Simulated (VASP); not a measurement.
Here is a VASP 6.6.1 calculation.

INCAR

```
SYSTEM = RbLi3Rh
PREC     = Accurate       ! precision mode
ENCUT    = 520            ! plane-wave cutoff, eV
EDIFF    = 1E-7           ! SCF threshold, eV
ISMEAR   = 0              ! smearing method
SIGMA    = 0.1            ! smearing width, eV
LREAL    = .False.        ! projectors in reciprocal space
LASPH    = .True.         ! aspherical terms in the spheres
NELM     = 150            ! most SCF steps
ALGO     = Normal         ! electronic algorithm
ISIF     = 2              ! what is computed and relaxed
LWAVE    = .False.        ! write WAVECAR
LCHARG   = .False.        ! write CHGCAR
ISPIN    = 2              ! spin polarisation
MAGMOM   = 0 0 0 0 0.46   ! initial moments
LORBIT   = 11             ! projections on sites
LMAXMIX  = 4              ! l up to which the mixer works
GGA      = PE             ! functional
NBANDS   = 28             ! bands
```

The input KPOINTS:

```
regular mesh
0
Gamma
  8 8 8
  0 0 0
```

Contents of POSCAR:

```
RbLi3Rh
1.0
    4.7192685961      0.0000000000      0.0000000000
    0.0000000000      4.7192685961      0.0000000000
    0.0000000000      0.0000000000      4.7192685961
Rb Li Rh
1 3 1
Direct
    0.0000000000      0.0000000000      0.0000000000
    0.5000000000      0.0000000000      0.0000000000
    0.0000000000      0.5000000000      0.0000000000
    0.0000000000      0.0000000000      0.5000000000
    0.5000000000      0.5000000000      0.5000000000
```

Potentials or basis: VASP PAW PBE potentials, release 64 (Rb_sv, Li_sv, Rh_pv).

Launch:

```console
$ cat potpaw_PBE.64/Rb_sv/POTCAR potpaw_PBE.64/Li_sv/POTCAR potpaw_PBE.64/Rh_pv/POTCAR > POTCAR
$ mpirun -np 1 vasp_std > vasp.out
```

Q: Predict the net moment.

A: 0.00 μB per cell.
